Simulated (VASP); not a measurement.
# Pr3Mo (Pm-3m) in VASP: notebook, part 2 of 3

VASP 6.6.1. The steps go on from the part before.

## Step 3: Single point, PBE

This run uses another cell than the first one, of 32.72 Å³/atom.

Input file INCAR:

```
  PREC = Accurate
  ENCUT = 500
  EDIFF = 1E-6
  ISMEAR = 0
  SIGMA = 0.1
  LREAL = False
  LASPH = True
  NELM = 200
  ALGO = Normal
  ISIF = 2
  LWAVE = False
  LCHARG = False
  GGA = PE
  NBANDS = 32
  GGA_COMPAT = False
  LMAXMIX = 6
```

Input file KPOINTS:

```
Automatic mesh
0
Gamma
  4 4 4
```

Input file POSCAR:

```
Pr3Mo
1.0
    5.0772267100      0.0000000000      0.0000000000
    0.0000000000      5.0772267100      0.0000000000
    0.0000000000      0.0000000000      5.0772267100
Pr Mo
3 1
Direct
    0.0000000000      0.5000000000      0.5000000000
    0.5000000000      0.0000000000      0.5000000000
    0.5000000000      0.5000000000      0.0000000000
    0.0000000000      0.0000000000      0.0000000000
```

Potentials or basis: VASP PAW PBE potentials, release 64 (Pr_3, Mo_sv), 4f in core.

Launch:

```console
> cat potpaw_PBE.64/Pr_3/POTCAR potpaw_PBE.64/Mo_sv/POTCAR > POTCAR
> mpirun -np 1 vasp_std > vasp.out
```

It took 28 s on 1 thread of AMD EPYC 9R45 (Zen 5), shared host; peak memory 0.22 GiB.

The run converged. Its results:

- Free energy: -22.6408 eV
- Pressure: -5.2 GPa
- Band gap on the k mesh: zero (an odd number of electrons rules out a gap without spin polarisation)

Levels at points of the mesh, in eV from the Fermi level:
```tsv
k point	band 20	band 21	band 22	band 23	band 24	band 25	band 26	band 27
(0.00, 0.00, 0.00)	-2.07	-1.67	-1.67	-1.67	0.67	0.67	0.67	2.07
(0.50, 0.00, 0.00)	-1.11	-0.91	-0.43	-0.33	-0.33	0.06	0.06	0.13
(0.50, 0.50, 0.00)	-0.95	-0.45	-0.38	-0.38	-0.28	0.02	0.25	0.30
(0.50, 0.50, 0.50)	-2.01	-0.07	-0.07	0.41	0.41	0.41	1.35	1.35
```

Caveat: the cell stands under tension; spin-orbit coupling is left out, which moves the levels of the heavy elements; the 4f electrons are frozen in the core, so they carry no moment and show no levels. Spin polarisation is off, so any magnetic state and its effect on volume and gap are missing.

## Step 4: Relaxation of cell and atoms, PBE

This run uses another cell than the first one, of 32.72 Å³/atom.

Input file INCAR:

```
SYSTEM = Pr3Mo
PREC = Accurate
ENCUT = 500
EDIFF = 1E-7
ISMEAR = 0
SIGMA = 0.1
LREAL = .FALSE.
LASPH = .TRUE.
NELM = 200
ALGO = Normal
ISIF = 3
LWAVE = .FALSE.
LCHARG = .FALSE.
GGA = PE
IBRION = 2
NSW = 90
EDIFFG = -0.04
GGA_COMPAT = .FALSE.
NELMIN = 4
LMAXMIX = 6
```

Input file KPOINTS:

```
Automatic mesh
0
G
  4 4 4
  0 0 0
```

POSCAR is that of step 3.

Potentials or basis: VASP PAW PBE potentials, release 64 (Pr_3, Mo_sv), 4f in core.

Launch:

```console
> cat potpaw_PBE.64/Pr_3/POTCAR potpaw_PBE.64/Mo_sv/POTCAR > POTCAR
> mpirun -np 1 vasp_std > vasp.out
```

OUTCAR:

```text
SYSTEM = Pr3Mo
   PREC = Accurate
   ENCUT = 500
   EDIFF = 1E-7
   ISMEAR = 0
   LREAL = .FALSE.
   LASPH = .TRUE.
   NELM = 200
   ISIF = 3
   GGA = PE
   IBRION = 2
   NSW = 90
   EDIFFG = -0.04
   NELMIN = 4

 ion  position               nearest neighbor table
   1  0.000  0.500  0.500-   2 3.59   3 3.59   4 3.59   3 3.59   4 3.59   2 3.59   4 3.59   4 3.59
                             2 3.59   3 3.59   3 3.59   2 3.59
   2  0.500  0.000  0.500-   1 3.59   3 3.59   4 3.59   3 3.59   4 3.59   1 3.59   3 3.59   3 3.59
                             1 3.59   4 3.59   4 3.59   1 3.59
   3  0.500  0.500  0.000-   1 3.59   2 3.59   4 3.59   1 3.59   2 3.59   2 3.59   4 3.59   2 3.59
                             1 3.59   4 3.59   1 3.59   4 3.59
   4  0.000  0.000  0.000-   1 3.59   2 3.59   3 3.59   1 3.59   2 3.59   1 3.59   3 3.59   1 3.59
                             2 3.59   3 3.59   2 3.59   3 3.59

  LATTYP: Found a simple cubic cell.
 ALAT       =     5.0772267100

  Lattice vectors:

 A1 = (   5.0772267100,   0.0000000000,   0.0000000000)
 A2 = (   0.0000000000,   5.0772267100,   0.0000000000)
 A3 = (   0.0000000000,   0.0000000000,   5.0772267100)

Analysis of symmetry for initial positions (statically):
=====================================================================
 Subroutine PRICEL returns:
 Original cell was already a primitive cell.

 Routine SETGRP: Setting up the symmetry group for a
 simple cubic supercell.

 Subroutine GETGRP returns: Found 48 space group operations
 (whereof 48 operations were pure point group operations)
 out of a pool of 48 trial point group operations.

The static configuration has the point symmetry O_h .

Analysis of symmetry for dynamics (positions and initial velocities):
=====================================================================
 Subroutine PRICEL returns:
 Original cell was already a primitive cell.

 Routine SETGRP: Setting up the symmetry group for a
 simple cubic supercell.

 Subroutine GETGRP returns: Found 48 space group operations
 (whereof 48 operations were pure point group operations)
 out of a pool of 48 trial point group operations.

The dynamic configuration has the point symmetry O_h .

 Subroutine INISYM returns: Found 48 space group operations
 (whereof 48 operations are pure point group operations),
 and found     1 'primitive' translations

----------------------------------------------------------------------------------------

                                     Primitive cell

  volume of cell :     130.8819

  direct lattice vectors                    reciprocal lattice vectors
     5.077226710  0.000000000  0.000000000     0.196957918  0.000000000  0.000000000
     0.000000000  5.077226710  0.000000000     0.000000000  0.196957918  0.000000000
     0.000000000  0.000000000  5.077226710     0.000000000  0.000000000  0.196957918

  length of vectors
     5.077226710  5.077226710  5.077226710     0.196957918  0.196957918  0.196957918

  position of ions in fractional coordinates (direct lattice)
     0.000000000  0.500000000  0.500000000
     0.500000000  0.000000000  0.500000000
     0.500000000  0.500000000  0.000000000
     0.000000000  0.000000000  0.000000000

  ion indices of the primitive-cell ions
   primitive index   ion index
                 1           1
                 2           2
                 3           3
                 4           4

----------------------------------------------------------------------------------------

 KPOINTS: Automatic mesh

Automatic generation of k-mesh.
 Grid dimensions read from file:
 generate k-points for:    4    4    4

 Generating k-lattice:

  Cartesian coordinates                     Fractional coordinates (reciprocal lattice)
     0.049239479  0.000000000  0.000000000     0.250000000  0.000000000  0.000000000
     0.000000000  0.049239479  0.000000000     0.000000000  0.250000000  0.000000000
     0.000000000  0.000000000  0.049239479     0.000000000  0.000000000  0.250000000

  Length of vectors
     0.049239479  0.049239479  0.049239479

  Shift w.r.t. Gamma in fractional coordinates (k-lattice)
     0.000000000  0.000000000  0.000000000

 Subroutine IBZKPT returns following result:
 ===========================================

 Found     10 irreducible k-points:

 Following reciprocal coordinates:
            Coordinates               Weight
  0.000000  0.000000  0.000000      1.000000
  0.250000  0.000000  0.000000      6.000000
  0.500000  0.000000  0.000000      3.000000
  0.250000  0.250000  0.000000     12.000000
  0.500000  0.250000  0.000000     12.000000
  0.500000  0.500000  0.000000      3.000000
  0.250000  0.250000  0.250000      8.000000
  0.500000  0.250000  0.250000     12.000000
  0.500000  0.500000  0.250000      6.000000
  0.500000  0.500000  0.500000      1.000000
   k-points           NKPTS =     10   k-points in BZ     NKDIM =     10   number of bands    NBANDS=     28
   number of dos      NEDOS =    301   number of ions     NIONS =      4
   total plane-waves  NPLWV =  64000
   dimension x,y,z NGX =    40 NGY =   40 NGZ =   40
   dimension x,y,z NGXF=    80 NGYF=   80 NGZF=   80
   ions per type =               3   1
   NGX,Y,Z   is equivalent  to a cutoff of  13.10, 13.10, 13.10 a.u.
   NGXF,Y,Z  is equivalent  to a cutoff of  26.19, 26.19, 26.19 a.u.
 SYSTEM =  Pr3Mo
   PREC   = accura    normal or accurate (medium, high low for compatibility)
   ISTART =      0    job   : 0-new  1-cont  2-samecut
   ICHARG =      2    charge: 1-file 2-atom 10-const
   ISPIN  =      1    spin polarized calculation?
   LNONCOLLINEAR =      F non collinear calculations
   LSORBIT =      F    spin-orbit coupling
   LASPH  =      T    aspherical Exc in radial PAW
   ENCUT  =  500.0 eV  36.75 Ry    6.06 a.u.   9.26  9.26  9.26*2*pi/ulx,y,z
   NELM   =    200;   NELMIN=  4; NELMDL= -5     # of ELM steps
   EDIFF  = 0.1E-06   stopping-criterion for ELM
   LREAL  =      F    real-space projection
   EDIFFG = -.4E-01   stopping-criterion for IOM
   NSW    =     90    number of steps for IOM
   IBRION =      2    ionic relax: 0-MD 1-quasi-New 2-CG
   NFREE  =      1    steps in history (QN), initial steepest desc. (CG)
   ISIF   =      3    stress and relaxation
   ISYM   =      2    0-nonsym 1-usesym 2-fastsym
   POTIM  = 0.5000    time-step for ionic-motion
   TEBEG  =    0.0;   TEEND  =   0.0 temperature during run
   PSTRESS=    0.0 pullay stress
   NELECT =      47.0000    total number of electrons
   NUPDOWN=      -1.0000    fix difference up-down
   EMIN   =  10.00;   EMAX   =-10.00  energy-range for DOS
   EFERMI =   0.00;   METHOD = LEGACY
   ISMEAR =     0;   SIGMA  =   0.10  broadening in eV -4-tet -1-fermi 0-gaus
   EFERMI_NEDOS =   21; number of points for ismear=-14 and -15
   IALGO  =     38    algorithm
   IMIX   =      4    mixing-type and parameters
     AMIX     =   0.40;   BMIX     =  1.00
     AMIX_MAG =   1.60;   BMIX_MAG =  1.00
  volume/ion in A,a.u.               =      32.72       220.81
  Fermi-wavevector in a.u.,A,eV,Ry     =   1.163628  2.198938 18.422704  1.354031
  Thomas-Fermi vector in A             =   2.300176
   LORBIT       =      0    0 simple, 1 ext, 2 COOP (PROOUT), +10 PAW based schemes
   GGA     = PE    functional components
   LHFCALC =     F    Hartree Fock is set to
   AEXX    =    0.0000 exact exchange contribution
   IVDW    =     0    specifies the selected vdW correction
   LEPSILON=     F    determine dielectric tensor
   LRPA    =     F    only Hartree local field effects (RPA)
 conjugate gradient relaxation of ions
 non-spin polarized calculation
 Gauss-broadening in eV      SIGMA  =   0.10
  energy-cutoff  :      500.00
  volume of cell :      130.88
 maximum number of plane-waves:      3362
 NGX is ok and might be reduce to    40
   NGX = 19   NGY = 19   NGZ = 19

--------------------------------------- Ionic step        1  -------------------------------------------

 number of electron      47.0000002 magnetization

 Free energy of the ion-electron system (eV)
  ---------------------------------------------------
  ext. energy  EPLUGINS =         0.00000000
  ---------------------------------------------------
  free energy    TOTEN  =       -22.64076298 eV

  energy without entropy =      -22.59379581  energy(sigma->0) =      -22.61727939

 E-fermi :   4.1687     XC(G=0):  -9.9160

 val. band max:        4.1603788442   @ k =   0.5000   0.2500   0.0000
 cond. band min:       4.1752205590   @ k =   0.5000   0.2500   0.0000
 fundamental gap:      0.0148417148
 Fermi energy:         4.1687103819

 k-point     1 :       0.0000    0.0000    0.0000
  band No.  band energies     occupation
      1     -56.4708      2.00000
      2     -32.2833      2.00000
      3     -32.0879      2.00000
      4     -32.0879      2.00000
      5     -30.5199      2.00000
      6     -30.5199      2.00000
[... 372 lines left out ...]
  energy  without entropy=      -22.8528836509  energy(sigma->0) =      -22.87279118

--------------------------------------- Ionic step        3  -------------------------------------------

 number of electron      46.9999998 magnetization

 Free energy of the ion-electron system (eV)
  ---------------------------------------------------
  ext. energy  EPLUGINS =         0.00000000
  ---------------------------------------------------
  free energy    TOTEN  =       -22.91426054 eV

  energy without entropy =      -22.87487315  energy(sigma->0) =      -22.89456685

 E-fermi :   5.0071     XC(G=0): -10.4608

 val. band max:        4.9892153276   @ k =   0.5000   0.2500   0.0000
 cond. band min:       5.0698058666   @ k =   0.5000   0.5000   0.2500
 fundamental gap:      0.0805905390
 Fermi energy:         5.0071093848

 k-point     1 :       0.0000    0.0000    0.0000
  band No.  band energies     occupation
      1     -55.5047      2.00000
      2     -31.2857      2.00000
      3     -30.9668      2.00000
      4     -30.9668      2.00000
      5     -29.5749      2.00000
      6     -29.5749      2.00000
[... 330 lines left out ...]
  FREE ENERGIE OF THE ION-ELECTRON SYSTEM (eV)
  ---------------------------------------------------
  free  energy   TOTEN  =       -22.9142605422 eV

  energy  without entropy=      -22.8748731485  energy(sigma->0) =      -22.89456685

 reached required accuracy - stopping structural energy minimisation
```

CONTCAR:

```text
Pr3Mo
   1.00000000000000
     4.8710276031703987   -0.0000000000000000   -0.0000000000000000
    -0.0000000000000000    4.8710276031703987   -0.0000000000000000
     0.0000000000000000    0.0000000000000000    4.8710276031703987
  Pr              Mo
     3     1
Direct
     0.0000000000000000    0.5000000000000000    0.5000000000000000
     0.5000000000000000    0.0000000000000000    0.5000000000000000
     0.5000000000000000    0.5000000000000000    0.0000000000000000
     0.0000000000000000    0.0000000000000000    0.0000000000000000

  0.00000000E+00  0.00000000E+00  0.00000000E+00
  0.00000000E+00  0.00000000E+00  0.00000000E+00
  0.00000000E+00  0.00000000E+00  0.00000000E+00
  0.00000000E+00  0.00000000E+00  0.00000000E+00
```

It took 73 s on 1 thread of AMD EPYC 9R45 (Zen 5), shared host; peak memory 0.22 GiB.

Results:

```
Free energy                           : -22.9143 eV
Relaxed volume                        : 28.89 Å³/atom
Relaxed cell                          : a = 4.871 Å, b = 4.871 Å, c = 4.871 Å, α = 90.00°, β = 90.00°, γ = 90.00°
Space group after relaxing (to 0.1 Å) : Pm-3m (No. 221)
Energy gained by relaxing             : 68.4 meV/atom
Ionic steps                           : 3
Pressure after relaxing               : 0.0 GPa
Band gap on the k mesh                : zero (an odd number of electrons rules out a gap without spin polarisation)
```

Step by step:
```
step  energy change (eV)  largest force (eV/Å)  pressure (GPa)  volume (Å³)
   1              0.0000                0.0000           -5.18       130.88
   2             -0.2519                0.0000            1.89       111.85
   3             -0.2735                0.0000            0.02       115.57
```

Final structure:
```
CELL_PARAMETERS angstrom
4.87103 0.00000 0.00000
0.00000 4.87103 0.00000
0.00000 0.00000 4.87103
ATOMIC_POSITIONS crystal
Pr 0.00000 0.50000 0.50000
Pr 0.50000 0.00000 0.50000
Pr 0.50000 0.50000 0.00000
Mo 0.00000 0.00000 0.00000
```

Levels at points of the mesh, in eV from the Fermi level:
| k point | band 21 | band 22 | band 23 | band 24 | band 25 | band 26 |
| --- | --- | --- | --- | --- | --- | --- |
| (0.00, 0.00, 0.00) | -2.03 | -2.03 | -2.03 | 0.70 | 0.70 | 0.70 |
| (0.50, 0.00, 0.00) | -1.14 | -0.65 | -0.32 | -0.32 | 0.07 | 0.07 |
| (0.50, 0.50, 0.00) | -0.52 | -0.44 | -0.39 | -0.39 | 0.18 | 0.21 |
| (0.50, 0.50, 0.50) | -0.13 | -0.13 | 0.40 | 0.40 | 0.40 | 1.40 |

Caveat: spin-orbit coupling is left out, which moves the levels of the heavy elements; the 4f electrons are frozen in the core, so they carry no moment and show no levels.

(Continued in part 3 of 3.)

The gap in the log of VASP goes by the Fermi energy; the results here count the filled bands.